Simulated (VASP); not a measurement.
**H9O4F: single point with LDA**

H9O4F:

```
O H F
1.0
     5.03414    0.00000    0.00000
     0.00000    5.03414    0.00000
     0.00000    0.00000    5.03414
O H F
4 9 1
Direct
  0.65654 0.94255 0.85488
  0.41058 0.83327 0.42635
  0.81372 0.25933 0.27917
  0.18130 0.09818 0.08900
  0.73192 0.10175 0.77368
  0.79362 0.80575 0.81712
  0.57225 0.84868 0.31519
  0.46119 0.73959 0.60386
  0.67958 0.25367 0.15268
  0.99685 0.26451 0.17808
  0.04614 0.99252 0.99266
  0.23368 0.97224 0.23157
  0.79616 0.42456 0.44441
  0.80512 0.50255 0.70942
```

```
Program                : VASP 6.6.1
Task                   : single point
Functional             : LDA
Potentials or basis    : VASP PAW LDA potentials, release 64 (O, H, F)
Cutoff                 : 520 eV
k mesh                 : 1 × 1 × 1
Occupations            : fermi-dirac, width 0.05 eV
Spin                   : no spin polarisation
Dipole correction      : no
Further INCAR settings : ALGO = Normal; EDIFF = 1e-07; NBANDS = 33
```

```
Pressure               : 1.6 GPa
Largest force          : 4.854 eV/Å
Band gap on the k mesh : 4.18 eV
```

Forces on the atoms (eV/Å):
```
O    0.919  0.340  1.237
O    0.466 -1.481  0.899
O    0.301  2.649  4.056
O    0.288 -0.081 -1.739
H   -0.472  0.772 -0.482
H   -0.521 -0.939 -0.309
H   -0.208 -0.056  0.390
H   -0.245  1.379 -1.835
H   -2.483 -0.055 -1.979
H    0.723 -0.855  0.155
H    0.256  0.257 -0.231
H    0.606 -0.299  1.057
H    0.056 -1.258  0.445
F    0.315 -0.374 -1.665
```

Stress tensor (GPa, compression positive):
```
 6.25 -3.17  0.58
-3.17  0.03  0.69
 0.58  0.69 -1.43
```

Levels at points of the mesh, in eV from the valence-band top:
| k point | band 17 | band 18 | band 19 | band 20 | band 21 | band 22 | band 23 | band 24 |
| --- | --- | --- | --- | --- | --- | --- | --- | --- |
| (0.00, 0.00, 0.00) | -1.21 | -0.94 | -0.53 | 0.00 | 4.18 | 8.30 | 8.80 | 9.39 |

It took 6.7 s on 1 thread of Intel(R) Xeon(R) Platinum 8375C CPU @ 2.90GHz (Ice Lake), with other jobs on the host, peak memory 0.17 GiB.

Caveat: the k points lie up to 1.25 Å⁻¹ apart.
